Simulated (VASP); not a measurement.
# C (R-3m) in VASP: notebook, part 2 of 2

VASP 6.6.1.

### Step 4. Relaxation of cell and atoms, PBEsol+D3(BJ)

This run uses another cell than the first one, of 8.55 Å³/atom, 0.995 times its volume.

Input file INCAR:

```
SYSTEM = C
PREC     = Accurate       ! precision mode
ENCUT    = 600            ! plane-wave cutoff, eV
EDIFF    = 1E-6           ! SCF threshold, eV
ISMEAR   = 0              ! smearing method
SIGMA    = 0.02           ! smearing width, eV
LREAL    = .FALSE.        ! projectors in reciprocal space
LASPH    = .TRUE.         ! aspherical terms in the spheres
NELM     = 60             ! most SCF steps
ALGO     = Normal         ! electronic algorithm
ISIF     = 3              ! what is computed and relaxed
LWAVE    = .FALSE.        ! write WAVECAR
LCHARG   = .FALSE.        ! write CHGCAR
GGA      = PS             ! functional
IVDW     = 12             ! dispersion correction
IBRION   = 2              ! ionic algorithm
NSW      = 100            ! ionic steps
EDIFFG   = -0.005         ! ionic threshold
```

Input file KPOINTS:

```
regular mesh
0
G
  15 15 15
  0 0 0
```

Input file POSCAR:

```
C
1.0
    1.2295365520      0.7098732593      3.2661123279
   -1.2295365520      0.7098732593      3.2661123279
    0.0000000000     -1.4197465186      3.2661123279
C
2
Direct
    0.1665443050      0.1665443050      0.1665443050
    0.8334556950      0.8334556950      0.8334556950
```

Potentials or basis: VASP PAW PBE potentials, release 64 (C).

Run with:

```
$ cat potpaw_PBE.64/C/POTCAR > POTCAR
$ mpirun -np 1 vasp_std > vasp.out
```

OUTCAR:

```text
SYSTEM = C
   PREC = Accurate
   ENCUT = 600
   EDIFF = 1E-6
   ISMEAR = 0
   LREAL = .FALSE.
   LASPH = .TRUE.
   NELM = 60
   ISIF = 3
   GGA = PS
   IVDW = 12
   IBRION = 2
   NSW = 100
   EDIFFG = -0.005
 IVDW          = 12

 ion  position               nearest neighbor table
   1  0.167  0.167  0.167-   2 1.42   2 1.42   2 1.42
   2  0.833  0.833  0.833-   1 1.42   1 1.42   1 1.42

  LATTYP: Found a trigonal (rhomboedric) cell.
 ALAT       =     3.5613438356
 COS(alpha) =     0.7616116250

  Lattice vectors:

 A1 = (   1.2295365520,   0.7098732593,   3.2661123279)
 A2 = (  -1.2295365520,   0.7098732593,   3.2661123279)
 A3 = (   0.0000000000,  -1.4197465186,   3.2661123279)

Analysis of symmetry for initial positions (statically):
=====================================================================
 Subroutine PRICEL returns:
 Original cell was already a primitive cell.

 Routine SETGRP: Setting up the symmetry group for a
 trigonal (rhombohedral) supercell.

 Subroutine GETGRP returns: Found 12 space group operations
 (whereof 12 operations were pure point group operations)
 out of a pool of 12 trial point group operations.

The static configuration has the point symmetry D_3d.

Analysis of symmetry for dynamics (positions and initial velocities):
[... 149 lines left out ...]

--------------------------------------- Ionic step        1  -------------------------------------------

 number of electron       8.0000000 magnetization

 Free energy of the ion-electron system (eV)
  ---------------------------------------------------
  ext. energy  EPLUGINS =         0.00000000
  ---------------------------------------------------
  free energy    TOTEN  =       -19.28447363 eV

  energy without entropy =      -19.28447363  energy(sigma->0) =      -19.28447363

------------------------ aborting loop because EDIFF is reached ----------------------------------------

 Edisp (eV)   -0.22637

 E8    (eV) :    -0.1101
[... 151 lines left out ...]
--------------------------------------- Ionic step        5  -------------------------------------------

 number of electron       8.0000000 magnetization

 Free energy of the ion-electron system (eV)
  ---------------------------------------------------
  ext. energy  EPLUGINS =         0.00000000
  ---------------------------------------------------
  free energy    TOTEN  =       -19.28440201 eV

  energy without entropy =      -19.28440201  energy(sigma->0) =      -19.28440201

 E-fermi :   4.6182     XC(G=0): -10.7522

 val. band max:        4.4921563024   @ k =  -0.3333   0.3333   0.0000
 cond. band min:       5.2675387791   @ k =  -0.3333   0.3333   0.0000
 fundamental gap:      0.7753824767
 Fermi energy:         4.6181850036

 k-point     1 :       0.0000    0.0000    0.0000
  band No.  band energies     occupation
      1     -14.8226      2.00000
      2      -1.5589      2.00000
      3       1.9321      2.00000
      4       1.9321      2.00000
      5       9.1410      0.00000
      6      13.2907      0.00000
      7      13.2907      0.00000
      8      16.3239      0.00000
[... 243 lines left out ...]
 k-point    24 :       0.2000    0.1333   -0.0000
  band No.  band energies     occupation
      1     -14.0379      2.00000
      2      -1.0433      2.00000
      3      -0.4486      2.00000
      4       0.5073      2.00000
      5      10.6670      0.00000
      6      13.5819      0.00000
      7      13.9990      0.00000
      8      15.6550      0.00000

 [... further k-points ...]

------------------------ aborting loop because EDIFF is reached ----------------------------------------

 Edisp (eV)   -0.22645

 E8    (eV) :    -0.1101
[... 25 lines left out ...]
  FREE ENERGIE OF THE ION-ELECTRON SYSTEM (eV)
  ---------------------------------------------------
  free  energy   TOTEN  =       -19.5108525607 eV

  energy  without entropy=      -19.5108525607  energy(sigma->0) =      -19.51085256

 reached required accuracy - stopping structural energy minimisation
```

OSZICAR:

```text
N       E                     dE             d eps       ncg     rms          rms(c)
DAV:   1     0.768989673691E+01    0.76899E+01   -0.51800E+03  5664   0.102E+03
DAV:   2    -0.201205518988E+02   -0.27810E+02   -0.26267E+02  8384   0.137E+02
DAV:   3    -0.204597770108E+02   -0.33923E+00   -0.33923E+00  6584   0.185E+01
[... 23 lines left out ...]
DAV:   3    -0.192843847043E+02    0.15198E-05   -0.59413E-06  6448   0.170E-02    0.173E-03
DAV:   4    -0.192843847356E+02   -0.31276E-07   -0.73174E-08  2984   0.255E-03
   4 F= -.19510852E+02 E0= -.19510852E+02  d E =-.214536E-05
       N       E                     dE             d eps       ncg     rms          rms(c)
DAV:   1    -0.192844022494E+02   -0.17545E-04   -0.24972E-05  5616   0.474E-02    0.288E-03
DAV:   2    -0.192844020076E+02    0.24175E-06   -0.36347E-07  3720   0.514E-03
   5 F= -.19510853E+02 E0= -.19510853E+02  d E =-.255059E-05
```

It took 64 s on 1 thread of Intel Xeon 6975P-C (Granite Rapids), shared host; peak memory 0.19 GiB.

What came out:

```
Free energy                            : -19.5109 eV
Relaxed volume                         : 8.55 Å³/atom
Relaxed cell                           : a = 3.560 Å, b = 3.560 Å, c = 3.560 Å, α = 40.41°, β = 40.41°, γ = 40.41°
Space group after relaxing (to 0.05 Å) : R-3m (No. 166)
Energy gained by relaxing              : 0.0 meV/atom
Ionic steps                            : 5
Pressure after relaxing                : 0.0 GPa
Largest force after relaxing           : 0.004 eV/Å
Band gap on the k mesh                 : 0.78 eV, direct
Dispersion energy per atom             : -0.113 eV
```

Forces in eV/Å, atoms in the order of the input:
```
C    0.000  0.000 -0.004
C    0.000  0.000  0.004
```

Final structure:
```
C
1.0
     1.22960    0.70991    3.26490
    -1.22960    0.70991    3.26490
     0.00000   -1.41982    3.26490
C
2
Direct
  0.16659 0.16659 0.16659
  0.83341 0.83341 0.83341
```

Levels at points of the mesh, in eV from the valence-band top:
| k point | band 2 | band 3 | band 4 | band 5 | band 6 | band 7 |
| --- | --- | --- | --- | --- | --- | --- |
| (0.00, 0.00, 0.00) | -6.05 | -2.56 | -2.56 | 4.65 | 8.80 | 8.80 |

Caveat: the PAW data sets were made with another functional, which shifts forces and pressure a little. A k mesh can miss the band edges.

### Step 5. The runs side by side

| task | cell | cutoff (eV) | smearing | gap on the mesh (eV) | pressure (GPa) |
| --- | --- | --- | --- | --- | --- |
| single point | a = 3.577 Å, angles 40.2°, 2 atoms | 520 | gaussian 0.02 eV | 0.75 | 0.7 |
| single point | a = 3.577 Å, angles 40.2°, 2 atoms | 520 | gaussian 0.05 eV | 0.75 | 0.7 |
| relaxation of cell and atoms | relaxed from a = 3.561 Å, angles 40.4°, 2 atoms | 600 | gaussian 0.02 eV | 0.78 | 0.0 |

Alike in all rows: level PBEsol+D3(BJ); potentials or basis VASP PAW PBE potentials, release 64 (C); no spin polarisation; k mesh 15 × 15 × 15.

Caveats: the PAW data sets were made with another functional, which shifts forces and pressure a little.

Absolute energies hang on the potentials; compare differences alone.
